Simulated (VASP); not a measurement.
A run of VASP 6.6.1 is set up as follows.

INCAR

```
SYSTEM = AlCu3
PREC = Accurate
ENCUT = 520
EDIFF = 1E-8
ISMEAR = -1
SIGMA = 0.15
LREAL = .FALSE.
LASPH = .TRUE.
NELM = 80
ALGO = Fast
ISIF = 2
LWAVE = .FALSE.
LCHARG = .TRUE.
GGA = PS
NBANDS = 26
IBRION = 8
NSW = 1
```

Contents of KPOINTS:

```
Automatic mesh
0
G
  12 12 12
  0 0 0
```

The input POSCAR:

```
AlCu3
1.0
    0.0000000000      2.8658643992      2.8658643992
    2.8658643992      0.0000000000      2.8658643992
    2.8658643992      2.8658643992      0.0000000000
Al Cu
1 3
Direct
    0.0000000000      0.0000000000      0.0000000000
    0.5000000000      0.5000000000      0.5000000000
    0.2500000000      0.2500000000      0.2500000000
    0.7500000000      0.7500000000      0.7500000000
```

Potentials or basis: VASP PAW PBE potentials, release 64 (Al, Cu).

Launch:

```sh
$ cat potpaw_PBE.64/Al/POTCAR potpaw_PBE.64/Cu/POTCAR > POTCAR
$ mpirun -np 1 vasp_std > vasp.out
```

(1) Predict the highest phonon frequency at Γ.

Results:

(1) 310 cm⁻¹.

Caveat: the cell stands under pressure or tension, which shifts response properties.
